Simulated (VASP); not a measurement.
# MgO (Immm) in VASP: further runs

The runs below take MgO through single point, with LDA.

Everything below comes from runs of VASP 6.6.1. Logs are shortened: lines on timing, memory, paths and dates and some standing lists are left out, and cuts for length are marked.

## (1) The cell of the first run

The structure is orthorhombic, space group Immm (No. 71). Conventional cell: a = 2.982 Å, b = 3.057 Å, c = 4.270 Å, α = 90.00°, β = 90.00°, γ = 90.00°. Mg (site symmetry mmm) has 6 O at 2.14 Å within 2.8 Å. Within 2.8 Å of O (site symmetry mmm) lie 6 Mg at 2.14 Å.

## (2) Single point, LDA (strain +0.0250 x Voigt [0, 0, 0, 0, 0, 1])

The input, INCAR:

```
SYSTEM = MgO
PREC = Accurate
ENCUT = 750
EDIFF = 1E-6
ISMEAR = 0
SIGMA = 0.05
LREAL = .FALSE.
LASPH = .TRUE.
NELM = 120
ALGO = Normal
ISIF = 2
LWAVE = .FALSE.
LCHARG = .FALSE.
GGA = CA
NBANDS = 15
GGA_COMPAT = .FALSE.
```

The input, KPOINTS:

```
regular mesh
0
G
  10 10 10
  0 0 0
```

The input, POSCAR:

```
MgO
1.0
    0.0266893750      2.1351500000      2.1351500000
    2.1351500000      0.0266893750      2.1351500000
    2.1618393750      2.1618393750      0.0000000000
Mg O
1 1
Direct
    0.0000000000      0.0000000000      0.0000000000
    0.5000000000      0.5000000000      0.5000000000
```

Potentials or basis: VASP PAW LDA potentials, release 64 (Mg_sv, O).

Run with:

```
cat potpaw_LDA.64/Mg_sv/POTCAR potpaw_LDA.64/O/POTCAR > POTCAR
mpirun -np 1 vasp_std > vasp.out
```

OUTCAR:

```text
SYSTEM = MgO
   PREC = Accurate
   ENCUT = 750
   EDIFF = 1E-6
   ISMEAR = 0
   LREAL = .FALSE.
   LASPH = .TRUE.
   NELM = 120
   ISIF = 2
   GGA = CA

 ion  position               nearest neighbor table
   1  0.000  0.000  0.000-
   2  0.500  0.500  0.500-

  LATTYP: Found a body centered orthorhombic cell.
 ALAT       =     2.9818136116
 B/A-ratio  =     1.0253164557
 C/A-ratio  =     1.4321149999

  Lattice vectors:

 A1 = (   2.1351500000,   0.0266893750,  -2.1351500000)
 A2 = (  -2.1351500000,  -0.0266893750,  -2.1351500000)
 A3 = (   0.0266893750,   2.1351500000,   2.1351500000)

Analysis of symmetry for initial positions (statically):
=====================================================================
 Subroutine PRICEL returns:
 Original cell was already a primitive cell.

 Routine SETGRP: Setting up the symmetry group for a
 body centered orthorhombic supercell.

 Subroutine GETGRP returns: Found  8 space group operations
 (whereof  8 operations were pure point group operations)
 out of a pool of  8 trial point group operations.

The static configuration has the point symmetry D_2h.

Analysis of symmetry for dynamics (positions and initial velocities):
=====================================================================
 Subroutine PRICEL returns:
 Original cell was already a primitive cell.

 Routine SETGRP: Setting up the symmetry group for a
 body centered orthorhombic supercell.

 Subroutine GETGRP returns: Found  8 space group operations
 (whereof  8 operations were pure point group operations)
 out of a pool of  8 trial point group operations.

The dynamic configuration has the point symmetry D_2h.

 Subroutine INISYM returns: Found  8 space group operations
 (whereof  8 operations are pure point group operations),
 and found     1 'primitive' translations

----------------------------------------------------------------------------------------

                                     Primitive cell

  volume of cell :      19.4647

  direct lattice vectors                    reciprocal lattice vectors
     0.026689375  2.135150000  2.135150000    -0.237139833  0.237139833  0.234175585
     2.135150000  0.026689375  2.135150000     0.237139833 -0.237139833  0.234175585
     2.161839375  2.161839375  0.000000000     0.231284528  0.231284528 -0.234175585

  length of vectors
     3.019676037  3.019676037  3.057302564     0.409033990  0.409033990  0.402272632

  position of ions in fractional coordinates (direct lattice)
     0.000000000  0.000000000  0.000000000
     0.500000000  0.500000000  0.500000000

  ion indices of the primitive-cell ions
   primitive index   ion index
[... 87 lines left out ...]
   EMIN   =  10.00;   EMAX   =-10.00  energy-range for DOS
   EFERMI =   0.00;   METHOD = LEGACY
   ISMEAR =     0;   SIGMA  =   0.05  broadening in eV -4-tet -1-fermi 0-gaus
   EFERMI_NEDOS =   21; number of points for ismear=-14 and -15
   IALGO  =     38    algorithm
   IMIX   =      4    mixing-type and parameters
     AMIX     =   0.40;   BMIX     =  1.00
     AMIX_MAG =   1.60;   BMIX_MAG =  1.00
  volume/ion in A,a.u.               =       9.73        65.68
  Fermi-wavevector in a.u.,A,eV,Ry     =   1.533554  2.897997 31.998014  2.351788
  Thomas-Fermi vector in A             =   2.640605
   LORBIT       =      0    0 simple, 1 ext, 2 COOP (PROOUT), +10 PAW based schemes
   GGA     = CA    functional components
   LHFCALC =     F    Hartree Fock is set to
   AEXX    =    0.0000 exact exchange contribution
   IVDW    =     0    specifies the selected vdW correction
   LEPSILON=     F    determine dielectric tensor
   LRPA    =     F    only Hartree local field effects (RPA)
 non-spin polarized calculation
 Gauss-broadening in eV      SIGMA  =   0.05
  energy-cutoff  :      750.00
  volume of cell :       19.46
 maximum number of plane-waves:       923
   NGX = 13   NGY = 13   NGZ = 13

 number of electron      16.0000001 magnetization

 Free energy of the ion-electron system (eV)
  ---------------------------------------------------
  ext. energy  EPLUGINS =         0.00000000
  ---------------------------------------------------
  free energy    TOTEN  =       -13.18242002 eV

  energy without entropy =      -13.18242002  energy(sigma->0) =      -13.18242002

 E-fermi :   2.7067     XC(G=0): -11.7228

 val. band max:        2.3858993114   @ k =   0.0000   0.0000   0.0000
 cond. band min:       6.5680908469   @ k =   0.0000   0.0000   0.0000
 fundamental gap:      4.1821915355
 Fermi energy:         2.7066983836

 k-point     1 :       0.0000    0.0000    0.0000
  band No.  band energies     occupation
      1     -69.1868      2.00000
      2     -36.6603      2.00000
      3     -36.6557      2.00000
      4     -36.6513      2.00000
      5     -14.4843      2.00000
      6       2.2026      2.00000
      7       2.2905      2.00000
      8       2.3859      2.00000
      9       6.5681      0.00000
     10      17.2483      0.00000
     11      17.6055      0.00000
     12      17.9551      0.00000
     13      21.5011      0.00000
     14      23.1065      0.00000
[... 401 lines left out ...]
      2     -36.7097      2.00000
      3     -36.6814      2.00000
      4     -36.6716      2.00000
      5     -13.2754      2.00000
      6      -1.1785      2.00000
      7       1.1079      2.00000
      8       1.1451      2.00000
      9      11.1694      0.00000
     10      12.2824      0.00000
     11      15.2126      0.00000
     12      19.3855      0.00000
     13      20.0969      0.00000
     14      26.3250      0.00000
     15      28.1974      0.00000

 [... further k-points ...]

------------------------ aborting loop because EDIFF is reached ----------------------------------------

  FORCE on cell =-STRESS in cart. coord.  units (eV):
  Direction    XX          YY          ZZ          XY          YZ          ZX
  --------------------------------------------------------------------------------------
  -------------------------------------------------------------------------------------
  Total       -1.4176234     -1.4176234     -1.4324892     -0.4238773      0.0000000      0.0000000
  in kB     -116.6874479   -116.6874479   -117.9110844    -34.8901989      0.0000000      0.0000000
  external PRESSURE =    -117.0953267 kB  Pullay stress =       0.0000000 kB

 VOLUME and BASIS-vectors are now :
 -----------------------------------------------------------------------------
  energy-cutoff  :      750.00
  volume of cell :       19.46
      direct lattice vectors                 reciprocal lattice vectors
     0.026689375  2.135150000  2.135150000    -0.237139833  0.237139833  0.234175585
     2.135150000  0.026689375  2.135150000     0.237139833 -0.237139833  0.234175585
     2.161839375  2.161839375  0.000000000     0.231284528  0.231284528 -0.234175585

 POSITION                                       TOTAL-FORCE (eV/Angst)
 -----------------------------------------------------------------------------------
      0.00000      0.00000      0.00000         0.000000     -0.000000      0.000000
      2.16184      2.16184      2.13515        -0.000000      0.000000      0.000000
 -----------------------------------------------------------------------------------
    total drift:                                0.000000      0.000000      0.000000

  FREE ENERGIE OF THE ION-ELECTRON SYSTEM (eV)
  ---------------------------------------------------
  free  energy   TOTEN  =       -13.1824200245 eV

  energy  without entropy=      -13.1824200245  energy(sigma->0) =      -13.18242002
```

OSZICAR:

```text
N       E                     dE             d eps       ncg     rms          rms(c)
DAV:   1     0.149950918020E+03    0.14995E+03   -0.12668E+04  5130   0.162E+03
DAV:   2    -0.936244439593E+01   -0.15931E+03   -0.15139E+03  6131   0.412E+02
DAV:   3    -0.147120678718E+02   -0.53496E+01   -0.53263E+01  6710   0.742E+01
DAV:   4    -0.147816250189E+02   -0.69557E-01   -0.69551E-01  6019   0.836E+00
DAV:   5    -0.147826356538E+02   -0.10106E-02   -0.10106E-02  6509   0.855E-01    0.846E+00
DAV:   6    -0.132527309424E+02    0.15299E+01   -0.25100E+00  5571   0.148E+01    0.289E+00
DAV:   7    -0.132123456888E+02    0.40385E-01   -0.12955E-01  5949   0.321E+00    0.171E+00
DAV:   8    -0.131834819921E+02    0.28864E-01   -0.47394E-02  6278   0.212E+00    0.334E-01
DAV:   9    -0.131823855218E+02    0.10965E-02   -0.35019E-03  5669   0.514E-01    0.809E-02
DAV:  10    -0.131824332491E+02   -0.47727E-04   -0.17011E-04  6488   0.170E-01    0.452E-02
DAV:  11    -0.131824201549E+02    0.13094E-04   -0.22067E-05  5921   0.557E-02    0.344E-03
DAV:  12    -0.131824200245E+02    0.13040E-06   -0.50776E-07  4329   0.109E-02
   1 F= -.13182420E+02 E0= -.13182420E+02  d E =-.373888E-22
```

Run time: 28 s. Hardware: 1 thread of Intel Xeon 6975P-C (Granite Rapids), shared host; peak memory 0.2 GiB.

What came out:

```yaml
Free_energy: -13.1824 eV
Pressure: -11.7 GPa
Band_gap_on_the_k_mesh: 4.18 eV
```

Stress tensor (GPa, compression positive):
```
-11.67  -3.49   0.00
 -3.49 -11.67   0.00
  0.00   0.00 -11.79
```

Caveat: the cell differs from its parent crystal (strain +0.0250 x Voigt [0, 0, 0, 0, 0, 1]); the cell stands under tension.

## (3) Single point, LDA (strain +0.0750 x Voigt [0, 0, 0, 0, 0, 1])

The input, INCAR:

```
  PREC = Accurate
  ENCUT = 750
  EDIFF = 1E-6
  ISMEAR = 0
  SIGMA = 0.05
  LREAL = False
  LASPH = True
  NELM = 120
  ALGO = Normal
  ISIF = 2
  LWAVE = False
  LCHARG = True
  GGA = CA
  LELF = True
  LVHAR = True
  NBANDS = 15
  GGA_COMPAT = False
```

The input, KPOINTS:

```
regular mesh
0
Gamma
  10 10 10
```

The input, POSCAR:

```
MgO
1.0
    0.0800681250      2.1351500000      2.1351500000
    2.1351500000      0.0800681250      2.1351500000
    2.2152181250      2.2152181250      0.0000000000
Mg O
1 1
Direct
    0.0000000000      0.0000000000      0.0000000000
    0.5000000000      0.5000000000      0.5000000000
```

Potentials or basis: VASP PAW LDA potentials, release 64 (Mg_sv, O).

Run with:

```
cat potpaw_LDA.64/Mg_sv/POTCAR potpaw_LDA.64/O/POTCAR > POTCAR
mpirun -np 1 vasp_std > vasp.out
```

OUTCAR:

```text
PREC = Accurate
   ENCUT = 750
   EDIFF = 1E-6
   ISMEAR = 0
   LREAL = False
   LASPH = True
   NELM = 120
   ISIF = 2
   GGA = CA

 ion  position               nearest neighbor table
   1  0.000  0.000  0.000-
   2  0.500  0.500  0.500-

  LATTYP: Found a body centered orthorhombic cell.
 ALAT       =     2.9063246594
 B/A-ratio  =     1.0779220779
 C/A-ratio  =     1.4693127921

  Lattice vectors:

 A1 = (   2.1351500000,   0.0800681250,  -2.1351500000)
 A2 = (  -2.1351500000,  -0.0800681250,  -2.1351500000)
 A3 = (   0.0800681250,   2.1351500000,   2.1351500000)

Analysis of symmetry for initial positions (statically):
=====================================================================
 Subroutine PRICEL returns:
 Original cell was already a primitive cell.

 Routine SETGRP: Setting up the symmetry group for a
 body centered orthorhombic supercell.

 Subroutine GETGRP returns: Found  8 space group operations
 (whereof  8 operations were pure point group operations)
 out of a pool of  8 trial point group operations.

The static configuration has the point symmetry D_2h.

Analysis of symmetry for dynamics (positions and initial velocities):
=====================================================================
 Subroutine PRICEL returns:
 Original cell was already a primitive cell.

 Routine SETGRP: Setting up the symmetry group for a
 body centered orthorhombic supercell.

 Subroutine GETGRP returns: Found  8 space group operations
 (whereof  8 operations were pure point group operations)
 out of a pool of  8 trial point group operations.

The dynamic configuration has the point symmetry D_2h.

 Subroutine INISYM returns: Found  8 space group operations
 (whereof  8 operations are pure point group operations),
 and found     1 'primitive' translations

----------------------------------------------------------------------------------------

                                     Primitive cell

  volume of cell :      19.4403

  direct lattice vectors                    reciprocal lattice vectors
     0.080068125  2.135150000  2.135150000    -0.243299309  0.243299309  0.234175585
     2.135150000  0.080068125  2.135150000     0.243299309 -0.243299309  0.234175585
     2.215218125  2.215218125  0.000000000     0.225711407  0.225711407 -0.234175585

  length of vectors
     3.020619465  3.020619465  3.132791516     0.416205853  0.416205853  0.395890746

  position of ions in fractional coordinates (direct lattice)
     0.000000000  0.000000000  0.000000000
     0.500000000  0.500000000  0.500000000

  ion indices of the primitive-cell ions
   primitive index   ion index
                 1           1
                 2           2

----------------------------------------------------------------------------------------

 KPOINTS: regular mesh

Automatic generation of k-mesh.
 Grid dimensions read from file:
 generate k-points for:   10   10   10

 Generating k-lattice:

  Cartesian coordinates                     Fractional coordinates (reciprocal lattice)
    -0.024329931  0.024329931  0.023417558     0.100000000  0.000000000  0.000000000
     0.024329931 -0.024329931  0.023417558     0.000000000  0.100000000  0.000000000
[... 40 lines left out ...]
   k-points           NKPTS =    171   k-points in BZ     NKDIM =    171   number of bands    NBANDS=     15
   number of dos      NEDOS =    301   number of ions     NIONS =      2
   total plane-waves  NPLWV =  21952
   dimension x,y,z NGX =    28 NGY =   28 NGZ =   28
   dimension x,y,z NGXF=    56 NGYF=   56 NGZF=   56
   ions per type =               1   1
   NGX,Y,Z   is equivalent  to a cutoff of  15.41, 15.41, 14.86 a.u.
   NGXF,Y,Z  is equivalent  to a cutoff of  30.82, 30.82, 29.72 a.u.
 SYSTEM =  unknown system
   PREC   = accura    normal or accurate (medium, high low for compatibility)
   ISTART =      0    job   : 0-new  1-cont  2-samecut
   ICHARG =      2    charge: 1-file 2-atom 10-const
   ISPIN  =      1    spin polarized calculation?
   LNONCOLLINEAR =      F non collinear calculations
   LSORBIT =      F    spin-orbit coupling
   LASPH  =      T    aspherical Exc in radial PAW
   ENCUT  =  750.0 eV  55.12 Ry    7.42 a.u.   6.75  6.75  7.00*2*pi/ulx,y,z
   NELM   =    120;   NELMIN=  2; NELMDL= -5     # of ELM steps
   EDIFF  = 0.1E-05   stopping-criterion for ELM
   LREAL  =      F    real-space projection
   EDIFFG = 0.1E-04   stopping-criterion for IOM
   NSW    =      0    number of steps for IOM
   IBRION =     -1    ionic relax: 0-MD 1-quasi-New 2-CG
   NFREE  =      0    steps in history (QN), initial steepest desc. (CG)
   ISIF   =      2    stress and relaxation
   ISYM   =      2    0-nonsym 1-usesym 2-fastsym
   POTIM  = 0.5000    time-step for ionic-motion
   TEBEG  =    0.0;   TEEND  =   0.0 temperature during run
   PSTRESS=    0.0 pullay stress
   NELECT =      16.0000    total number of electrons
   NUPDOWN=      -1.0000    fix difference up-down
   EMIN   =  10.00;   EMAX   =-10.00  energy-range for DOS
   EFERMI =   0.00;   METHOD = LEGACY
   ISMEAR =     0;   SIGMA  =   0.05  broadening in eV -4-tet -1-fermi 0-gaus
   EFERMI_NEDOS =   21; number of points for ismear=-14 and -15
   IALGO  =     38    algorithm
   IMIX   =      4    mixing-type and parameters
     AMIX     =   0.40;   BMIX     =  1.00
     AMIX_MAG =   1.60;   BMIX_MAG =  1.00
  volume/ion in A,a.u.               =       9.72        65.59
  Fermi-wavevector in a.u.,A,eV,Ry     =   1.534194  2.899205 32.024711  2.353750
  Thomas-Fermi vector in A             =   2.641156
   LORBIT       =      0    0 simple, 1 ext, 2 COOP (PROOUT), +10 PAW based schemes
   GGA     = CA    functional components
   LHFCALC =     F    Hartree Fock is set to
   AEXX    =    0.0000 exact exchange contribution
   IVDW    =     0    specifies the selected vdW correction
   LEPSILON=     F    determine dielectric tensor
   LRPA    =     F    only Hartree local field effects (RPA)
 non-spin polarized calculation
 Gauss-broadening in eV      SIGMA  =   0.05
  energy-cutoff  :      750.00
  volume of cell :       19.44
 maximum number of plane-waves:       922
   NGX = 13   NGY = 13   NGZ = 13

 number of electron      16.0000008 magnetization

 Free energy of the ion-electron system (eV)
  ---------------------------------------------------
  ext. energy  EPLUGINS =         0.00000000
  ---------------------------------------------------
  free energy    TOTEN  =       -13.14147068 eV

  energy without entropy =      -13.14147068  energy(sigma->0) =      -13.14147068

 E-fermi :   2.9533     XC(G=0): -11.7307

 val. band max:        2.6067849472   @ k =   0.0000   0.0000   0.0000
 cond. band min:       6.5424351683   @ k =   0.0000   0.0000   0.0000
 fundamental gap:      3.9356502211
 Fermi energy:         2.9532614105

 k-point     1 :       0.0000    0.0000    0.0000
  band No.  band energies     occupation
      1     -69.1935      2.00000
      2     -36.6754      2.00000
      3     -36.6608      2.00000
      4     -36.6482      2.00000
      5     -14.4692      2.00000
      6       2.0546      2.00000
      7       2.2966      2.00000
      8       2.6068      2.00000
      9       6.5424      0.00000
     10      16.5981      0.00000
     11      17.6945      0.00000
     12      18.7236      0.00000
     13      21.4068      0.00000
     14      23.1454      0.00000
[... 401 lines left out ...]
      2     -36.7157      2.00000
      3     -36.6950      2.00000
      4     -36.6701      2.00000
      5     -13.2549      2.00000
      6      -1.1506      2.00000
      7       0.8701      2.00000
      8       1.4087      2.00000
      9      10.8170      0.00000
     10      12.6710      0.00000
     11      15.2925      0.00000
     12      18.9356      0.00000
     13      20.6646      0.00000
     14      26.3261      0.00000
     15      28.1992      0.00000

 [... further k-points ...]

------------------------ aborting loop because EDIFF is reached ----------------------------------------

  FORCE on cell =-STRESS in cart. coord.  units (eV):
  Direction    XX          YY          ZZ          XY          YZ          ZX
  --------------------------------------------------------------------------------------
  -------------------------------------------------------------------------------------
  Total       -1.3514825     -1.3514825     -1.4862593     -1.2781108     -0.0000000     -0.0000000
  in kB     -111.3825103   -111.3825103   -122.4901492   -105.3355726     -0.0000000     -0.0000000
  external PRESSURE =    -115.0850566 kB  Pullay stress =       0.0000000 kB

 VOLUME and BASIS-vectors are now :
 -----------------------------------------------------------------------------
  energy-cutoff  :      750.00
  volume of cell :       19.44
      direct lattice vectors                 reciprocal lattice vectors
     0.080068125  2.135150000  2.135150000    -0.243299309  0.243299309  0.234175585
     2.135150000  0.080068125  2.135150000     0.243299309 -0.243299309  0.234175585
     2.215218125  2.215218125  0.000000000     0.225711407  0.225711407 -0.234175585

 POSITION                                       TOTAL-FORCE (eV/Angst)
 -----------------------------------------------------------------------------------
      0.00000      0.00000      0.00000        -0.000000     -0.000000      0.000000
      2.21522      2.21522      2.13515         0.000000      0.000000     -0.000000
 -----------------------------------------------------------------------------------
    total drift:                                0.000000      0.000000      0.000000

  FREE ENERGIE OF THE ION-ELECTRON SYSTEM (eV)
  ---------------------------------------------------
  free  energy   TOTEN  =       -13.1414706826 eV

  energy  without entropy=      -13.1414706826  energy(sigma->0) =      -13.14147068
```

Run time: 53 s. Hardware: 1 thread of AMD EPYC 7R13 (Zen 3), shared host; peak memory 0.17 GiB.

What came out:

```yaml
Free_energy: -13.1415 eV
Pressure: -11.5 GPa
Band_gap_on_the_k_mesh: 3.94 eV
```

Stress tensor (GPa, compression positive):
```
-11.14 -10.53   0.00
-10.53 -11.14   0.00
  0.00   0.00 -12.25
```

Levels at points of the mesh, in eV from the valence-band top:
```tsv
k point	band 6	band 7	band 8	band 9	band 10	band 11
(0.00, 0.00, 0.00)	-0.55	-0.31	0.00	3.94	13.99	15.09
(0.50, 0.00, 0.00)	-4.67	-1.19	-0.93	6.93	12.03	14.50
(0.50, 0.50, 0.00)	-4.26	-2.03	-1.14	7.89	9.74	12.17
(0.00, 0.00, 0.50)	-4.95	-0.91	-0.58	7.41	11.23	15.53
(0.50, 0.00, 0.50)	-4.25	-1.60	-1.59	8.56	9.01	12.07
```

Caveat: the cell differs from its parent crystal (strain +0.0750 x Voigt [0, 0, 0, 0, 0, 1]); the cell stands under tension.
